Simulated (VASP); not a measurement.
# Fe (Im-3m) in VASP: notebook

The runs below take Fe through single point, relaxation of cell and atoms, with PBEsol.

All numbers are computed with VASP 6.6.1; they aren't measurements. Logs are shortened: lines on timing, memory, paths and dates and some standing lists are left out, and cuts for length are marked.

## (1) The cell of the first run

It takes space group Im-3m (No. 229, cubic). Conventional cell: a = 2.786 Å, b = 2.786 Å, c = 2.786 Å, α = 90.00°, β = 90.00°, γ = 90.00°. Within 3.2 Å of Fe (site symmetry m-3m) lie 14 Fe at 2.41 to 2.79 Å.

## (2) Single point, PBEsol, collinear spin, ferromagnetic start

File INCAR:

```
SYSTEM = Fe
ALGO = Normal
EDIFF = 1E-6
ENCUT = 600
GGA = PS
GGA_COMPAT = .False.
ISIF = 2
ISMEAR = -1
ISPIN = 2
LASPH = .True.
LCHARG = .True.
LELF = .True.
LMAXMIX = 4
LORBIT = 11
LREAL = .False.
LVHAR = .True.
LWAVE = .False.
MAGMOM = 3.5
NBANDS = 14
NELM = 200
PREC = Accurate
SIGMA = 0.1
```

File KPOINTS:

```
k-points
0
Gamma
  12 12 12
  0 0 0
```

File POSCAR:

```
Fe
1.0
   -1.3928082251      1.3928082251      1.3928082251
    1.3928082251     -1.3928082251      1.3928082251
    1.3928082251      1.3928082251     -1.3928082251
Fe
1
Direct
    0.0000000000      0.0000000000      0.0000000000
```

Potentials or basis: VASP PAW PBE potentials, release 64 (Fe).

Launch:

```bash
$ cat potpaw_PBE.64/Fe/POTCAR > POTCAR
$ mpirun -np 1 vasp_std > vasp.out
```

OUTCAR:

```text
SYSTEM = Fe
   EDIFF = 1E-6
   ENCUT = 600
   GGA = PS
   ISIF = 2
   ISMEAR = -1
   ISPIN = 2
   LASPH = .True.
   LORBIT = 11
   LREAL = .False.
   NELM = 200
   PREC = Accurate

 ion  position               nearest neighbor table
   1  0.000  0.000  0.000-

  LATTYP: Found a body centered cubic cell.
 ALAT       =     2.7856164502

  Lattice vectors:

 A1 = (  -1.3928082251,   1.3928082251,   1.3928082251)
 A2 = (   1.3928082251,  -1.3928082251,   1.3928082251)
 A3 = (   1.3928082251,   1.3928082251,  -1.3928082251)

Analysis of symmetry for initial positions (statically):
=====================================================================
 Subroutine PRICEL returns:
 Original cell was already a primitive cell.

 Routine SETGRP: Setting up the symmetry group for a
 body centered cubic supercell.

 Subroutine GETGRP returns: Found 48 space group operations
 (whereof 48 operations were pure point group operations)
 out of a pool of 48 trial point group operations.

The static configuration has the point symmetry O_h .

Analysis of symmetry for dynamics (positions and initial velocities):
=====================================================================
 Subroutine PRICEL returns:
 Original cell was already a primitive cell.

 Routine SETGRP: Setting up the symmetry group for a
 body centered cubic supercell.

 Subroutine GETGRP returns: Found 48 space group operations
 (whereof 48 operations were pure point group operations)
 out of a pool of 48 trial point group operations.

The dynamic configuration has the point symmetry O_h .

Analysis of structural, dynamic, and magnetic symmetry:
=====================================================================
 Subroutine PRICEL returns:
 Original cell was already a primitive cell.

 Routine SETGRP: Setting up the symmetry group for a
 body centered cubic supercell.

 Subroutine GETGRP returns: Found 48 space group operations
 (whereof 48 operations were pure point group operations)
 out of a pool of 48 trial point group operations.

The overall configuration has the point symmetry O_h .

 Subroutine INISYM returns: Found 48 space group operations
 (whereof 48 operations are pure point group operations),
 and found     1 'primitive' translations

----------------------------------------------------------------------------------------

                                     Primitive cell

  volume of cell :      10.8077

  direct lattice vectors                    reciprocal lattice vectors
    -1.392808225  1.392808225  1.392808225     0.000000000  0.358986967  0.358986967
     1.392808225 -1.392808225  1.392808225     0.358986967  0.000000000  0.358986967
     1.392808225  1.392808225 -1.392808225     0.358986967  0.358986967  0.000000000

  length of vectors
     2.412414611  2.412414611  2.412414611     0.507684237  0.507684237  0.507684237

  position of ions in fractional coordinates (direct lattice)
     0.000000000  0.000000000  0.000000000

  ion indices of the primitive-cell ions
   primitive index   ion index
                 1           1

----------------------------------------------------------------------------------------

 KPOINTS: k-points

Automatic generation of k-mesh.
 Grid dimensions read from file:
 generate k-points for:   12   12   12

 Generating k-lattice:

  Cartesian coordinates                     Fractional coordinates (reciprocal lattice)
     0.000000000  0.029915581  0.029915581     0.083333333  0.000000000  0.000000000
     0.029915581  0.000000000  0.029915581     0.000000000  0.083333333  0.000000000
     0.029915581  0.029915581  0.000000000     0.000000000  0.000000000  0.083333333

  Length of vectors
     0.042307020  0.042307020  0.042307020

  Shift w.r.t. Gamma in fractional coordinates (k-lattice)
     0.000000000  0.000000000  0.000000000

 Subroutine IBZKPT returns following result:
 ===========================================

 Found     72 irreducible k-points:

 Following reciprocal coordinates:
            Coordinates               Weight
  0.000000  0.000000  0.000000      1.000000
  0.083333  0.000000  0.000000     12.000000
  0.166667  0.000000  0.000000     12.000000
  0.250000  0.000000  0.000000     12.000000
  0.333333  0.000000  0.000000     12.000000
  0.416667  0.000000  0.000000     12.000000
[... 16 lines left out ...]
  0.333333  0.083333  0.083333     24.000000
  0.416667  0.083333  0.083333     12.000000
 [... further k-points ...]
   k-points           NKPTS =     72   k-points in BZ     NKDIM =     72   number of bands    NBANDS=     14
   number of dos      NEDOS =    301   number of ions     NIONS =      1
   total plane-waves  NPLWV =   8000
   dimension x,y,z NGX =    20 NGY =   20 NGZ =   20
   dimension x,y,z NGXF=    40 NGYF=   40 NGZF=   40
   ions per type =               1
   NGX,Y,Z   is equivalent  to a cutoff of  13.78, 13.78, 13.78 a.u.
   NGXF,Y,Z  is equivalent  to a cutoff of  27.57, 27.57, 27.57 a.u.
 SYSTEM =  Fe
   PREC   = accura    normal or accurate (medium, high low for compatibility)
   ISTART =      0    job   : 0-new  1-cont  2-samecut
   ICHARG =      2    charge: 1-file 2-atom 10-const
   ISPIN  =      2    spin polarized calculation?
   LNONCOLLINEAR =      F non collinear calculations
   LSORBIT =      F    spin-orbit coupling
   LASPH  =      T    aspherical Exc in radial PAW
   ENCUT  =  600.0 eV  44.10 Ry    6.64 a.u.   4.82  4.82  4.82*2*pi/ulx,y,z
   NELM   =    200;   NELMIN=  2; NELMDL= -5     # of ELM steps
   EDIFF  = 0.1E-05   stopping-criterion for ELM
   LREAL  =      F    real-space projection
   EDIFFG = 0.1E-04   stopping-criterion for IOM
   NSW    =      0    number of steps for IOM
   IBRION =     -1    ionic relax: 0-MD 1-quasi-New 2-CG
   NFREE  =      0    steps in history (QN), initial steepest desc. (CG)
   ISIF   =      2    stress and relaxation
   ISYM   =      2    0-nonsym 1-usesym 2-fastsym
   POTIM  = 0.5000    time-step for ionic-motion
   TEBEG  =    0.0;   TEEND  =   0.0 temperature during run
   PSTRESS=    0.0 pullay stress
   NELECT =       8.0000    total number of electrons
   NUPDOWN=      -1.0000    fix difference up-down
   EMIN   =  10.00;   EMAX   =-10.00  energy-range for DOS
   EFERMI =   0.00;   METHOD = LEGACY
   ISMEAR =    -1;   SIGMA  =   0.10  broadening in eV -4-tet -1-fermi 0-gaus
   EFERMI_NEDOS =   21; number of points for ismear=-14 and -15
   IALGO  =     38    algorithm
   IMIX   =      4    mixing-type and parameters
     AMIX     =   0.40;   BMIX     =  1.00
     AMIX_MAG =   1.60;   BMIX_MAG =  1.00
  volume/ion in A,a.u.               =      10.81        72.93
  Fermi-wavevector in a.u.,A,eV,Ry     =   1.480904  2.798502 29.838610  2.193076
  Thomas-Fermi vector in A             =   2.594880
   LORBIT       =     11    0 simple, 1 ext, 2 COOP (PROOUT), +10 PAW based schemes
   GGA     = PS    functional components
   LHFCALC =     F    Hartree Fock is set to
   AEXX    =    0.0000 exact exchange contribution
   IVDW    =     0    specifies the selected vdW correction
   LEPSILON=     F    determine dielectric tensor
   LRPA    =     F    only Hartree local field effects (RPA)
 spin polarized calculation
  energy-cutoff  :      600.00
  volume of cell :       10.81
 maximum number of plane-waves:       370
   NGX =  9   NGY =  9   NGZ =  9

 number of electron       8.0000000 magnetization       2.0851550

 Free energy of the ion-electron system (eV)
  ---------------------------------------------------
  ext. energy  EPLUGINS =         0.00000000
  ---------------------------------------------------
  free energy    TOTEN  =        -8.93497900 eV

  energy without entropy =       -8.90425894  energy(sigma->0) =       -8.91961897

 E-fermi :   6.2063     XC(G=0): -13.5657

 val. band max:        6.1888878332   @ k =  -0.3333   0.4167   0.2500
 cond. band min:       6.2265200065   @ k =  -0.4167   0.4167   0.3333
 fundamental gap:      0.0376321734
 Fermi energy:         6.2063213823

 spin component 1

 k-point     1 :       0.0000    0.0000    0.0000
  band No.  band energies     occupation
      1      -2.6244      1.00000
      2       3.7955      1.00000
      3       3.7955      1.00000
      4       3.7955      1.00000
      5       5.1558      0.99997
      6       5.1558      0.99997
      7      31.6116      0.00000
      8      31.6116      0.00000
      9      31.6116      0.00000
     10      37.0438      0.00000
     11      37.0438      0.00000
     12      39.6149      0.00000
     13      39.6149      0.00000
     14      39.6150      0.00000

 k-point     2 :       0.0833    0.0000    0.0000
  band No.  band energies     occupation
      1      -2.3263      1.00000
      2       3.7104      1.00000
      3       3.7860      1.00000
      4       3.9621      1.00000
      5       5.0741      0.99999
      6       5.1630      0.99997
      7      29.9023      0.00000
      8      31.1851      0.00000
      9      31.4546      0.00000
     10      36.2451      0.00000
     11      36.8153      0.00000
     12      37.0817      0.00000
     13      38.3419      0.00000
     14      40.3583      0.00000
[... 343 lines left out ...]
      1       1.3886      1.00000
      2       2.6253      1.00000
      3       4.3109      1.00000
      4       5.2383      0.99994
      5       5.3579      0.99979
      6       8.1619      0.00000
      7      15.7060      0.00000
      8      22.6774      0.00000
      9      24.3884      0.00000
     10      33.6170      0.00000
     11      38.1703      0.00000
     12      42.2387      0.00000
     13      43.6862      0.00000
     14      50.5795      0.00000

 k-point    24 :       0.4167    0.0833    0.0833
  band No.  band energies     occupation
      1       1.3705      1.00000
      2       2.5638      1.00000
      3       4.7918      1.00000
      4       5.2716      0.99991
      5       5.3782      0.99975
      6       9.0611      0.00000
      7      14.0614      0.00000
      8      22.3994      0.00000
      9      23.9952      0.00000
     10      33.5239      0.00000
     11      38.1571      0.00000
     12      42.0936      0.00000
     13      46.0770      0.00000
     14      48.2852      0.00000

 [... further k-points ...]

 spin component 2

 k-point     1 :       0.0000    0.0000    0.0000
  band No.  band energies     occupation
      1      -2.3612      1.00000
      2       5.6080      0.99749
      3       5.6080      0.99748
      4       5.6080      0.99748
      5       7.7121      0.00000
      6       7.7122      0.00000
      7      31.5387      0.00000
      8      31.5387      0.00000
      9      31.5387      0.00000
     10      37.3687      0.00000
     11      37.3687      0.00000
     12      40.3252      0.00000
     13      40.3252      0.00000
     14      40.3252      0.00000

 k-point     2 :       0.0833    0.0000    0.0000
  band No.  band energies     occupation
      1      -2.0614      1.00000
      2       5.5080      0.99907
      3       5.5884      0.99793
      4       5.7875      0.98505
      5       7.6065      0.00000
      6       7.7201      0.00000
      7      30.0568      0.00000
      8      31.1913      0.00000
      9      31.4711      0.00000
     10      36.6343      0.00000
     11      37.6623      0.00000
     12      37.8236      0.00000
     13      38.6891      0.00000
     14      40.9948      0.00000
[... 343 lines left out ...]
      1       2.5245      1.00000
      2       4.2197      1.00000
      3       5.3557      0.99980
      4       7.6498      0.00000
      5       7.9706      0.00000
      6       9.7449      0.00000
      7      16.7853      0.00000
      8      23.1582      0.00000
      9      25.0470      0.00000
     10      33.9017      0.00000
     11      38.8020      0.00000
     12      42.4617      0.00000
     13      43.9952      0.00000
     14      51.3912      0.00000

 k-point    24 :       0.4167    0.0833    0.0833
  band No.  band energies     occupation
      1       2.6363      1.00000
      2       4.1460      1.00000
      3       5.8109      0.98119
      4       7.6868      0.00000
      5       8.0021      0.00000
      6      10.3711      0.00000
      7      15.3397      0.00000
      8      22.8712      0.00000
      9      24.6355      0.00000
     10      33.8382      0.00000
     11      38.8101      0.00000
     12      42.2544      0.00000
     13      46.2441      0.00000
     14      49.1684      0.00000

 [... further k-points ...]

------------------------ aborting loop because EDIFF is reached ----------------------------------------

  FORCE on cell =-STRESS in cart. coord.  units (eV):
  Direction    XX          YY          ZZ          XY          YZ          ZX
  --------------------------------------------------------------------------------------
  -------------------------------------------------------------------------------------
  Total        0.0100544      0.0100544      0.0100544      0.0000000     -0.0000000      0.0000000
  in kB        1.4904956      1.4904956      1.4904956      0.0000000     -0.0000000      0.0000000
  external PRESSURE =       1.4904956 kB  Pullay stress =       0.0000000 kB

 VOLUME and BASIS-vectors are now :
 -----------------------------------------------------------------------------
  energy-cutoff  :      600.00
  volume of cell :       10.81
      direct lattice vectors                 reciprocal lattice vectors
    -1.392808225  1.392808225  1.392808225     0.000000000  0.358986967  0.358986967
     1.392808225 -1.392808225  1.392808225     0.358986967  0.000000000  0.358986967
     1.392808225  1.392808225 -1.392808225     0.358986967  0.358986967  0.000000000

 POSITION                                       TOTAL-FORCE (eV/Angst)
 -----------------------------------------------------------------------------------
      0.00000      0.00000      0.00000         0.000000     -0.000000      0.000000
 -----------------------------------------------------------------------------------
    total drift:                                0.000000      0.000000      0.000000

  FREE ENERGIE OF THE ION-ELECTRON SYSTEM (eV)
  ---------------------------------------------------
  free  energy   TOTEN  =        -8.9349789970 eV

  energy  without entropy=       -8.9042589404  energy(sigma->0) =       -8.91961897

 total charge

# of ion       s       p       d       tot
------------------------------------------
    1        0.512   0.591   6.279   7.382

 magnetization (x)

# of ion       s       p       d       tot
------------------------------------------
    1       -0.012  -0.050   2.127   2.066
```

Run time: 11 s. Hardware: 1 thread of Intel Xeon 6975P-C (Granite Rapids), shared host; peak memory 0.14 GiB.

Results:

* Free energy: -8.9350 eV
* Pressure: 0.1 GPa
* Net moment: 2.09 μB per cell
* Site moments: Fe +2.07 μB
* Valence electrons inside the program's atomic spheres: Fe 7.38

Caveat: the PAW data sets were made with another functional, which shifts forces and pressure a little.

## (3) Relaxation of cell and atoms, PBEsol, collinear spin, ferromagnetic start

This run uses another cell than the first one, of 12.07 Å³/atom.

File INCAR:

```
PREC = Accurate ; ENCUT = 600
EDIFF = 1E-7 ; ISMEAR = -1
SIGMA = 0.1 ; LREAL = F
LASPH = T ; NELM = 200
ALGO = Normal ; ISIF = 3
LWAVE = F ; LCHARG = F
ISPIN = 2 ; MAGMOM = 3.5
LORBIT = 11 ; LMAXMIX = 4
GGA = PS ; IBRION = 2
NSW = 80 ; EDIFFG = -0.03
GGA_COMPAT = F ; NELMIN = 4
```

File KPOINTS:

```
regular mesh
0
Gamma
  12 12 12
```

File POSCAR:

```
Fe
1.0
   -1.4450000000      1.4450000000      1.4450000000
    1.4450000000     -1.4450000000      1.4450000000
    1.4450000000      1.4450000000     -1.4450000000
Fe
1
Direct
    0.0000000000      0.0000000000      0.0000000000
```

Potentials or basis: VASP PAW PBE potentials, release 64 (Fe).

Launch:

```bash
$ cat potpaw_PBE.64/Fe/POTCAR > POTCAR
$ mpirun -np 1 vasp_std > vasp.out
```

Wall time 22 s (1 thread of Intel Xeon 6975P-C (Granite Rapids), shared host); peak memory 0.15 GiB.

Results (log left out):

| Item | Value |
| --- | --- |
| Free energy | -8.9355 eV |
| Relaxed volume | 10.82 Å³/atom |
| Relaxed cell | a = 2.414 Å, b = 2.414 Å, c = 2.414 Å, α = 109.47°, β = 109.47°, γ = 109.47° |
| Space group after relaxing (to 0.1 Å) | Im-3m (No. 229) |
| Energy gained by relaxing | 77.8 meV/atom |
| Ionic steps | 3 |
| Pressure after relaxing | -0.4 GPa |
| Net moment | 2.09 μB per cell |
| Site moments | Fe +2.07 μB |
| Valence electrons inside the program's atomic spheres | Fe 7.38 |

Step by step:
```csv
step,energy change (eV),largest force (eV/Å),pressure (GPa),volume (Å³)
1,0.0000,0.0000,-17.66,12.07
2,-0.0147,0.0000,24.52,9.89
3,-0.0778,0.0000,-0.35,10.82
```

Final structure:
```yaml
crystal:
  lattice:
    - [-1.39350, 1.39350, 1.39350]
    - [1.39350, -1.39350, 1.39350]
    - [1.39350, 1.39350, -1.39350]
  atoms:
    - { symbol: Fe, position: [0.00000, 0.00000, 0.00000] }
```

Levels at points of the mesh, in eV from the Fermi level:
Spin up:
| k point | band 3 | band 4 | band 5 | band 6 | band 7 | band 8 |
| --- | --- | --- | --- | --- | --- | --- |
| (0.00, 0.00, 0.00) | -2.41 | -2.41 | -1.05 | -1.05 | 25.39 | 25.39 |
| (0.50, 0.00, 0.00) | -0.99 | -0.84 | 0.41 | 0.51 | 7.76 | 18.68 |
| (0.50, 0.50, 0.50) | 0.21 | 0.21 | 0.21 | 10.18 | 10.18 | 10.18 |
Spin down:
```
           k point  band 1  band 2  band 3  band 4  band 5  band 6
(0.00, 0.00, 0.00)   -8.56   -0.59   -0.59   -0.59    1.51    1.51
(0.50, 0.00, 0.00)   -3.99   -1.96    0.64    1.38    1.78    2.62
(0.50, 0.50, 0.50)   -3.44   -3.44    2.29    2.29    2.29   10.53
```

Caveat: the PAW data sets were made with another functional, which shifts forces and pressure a little.
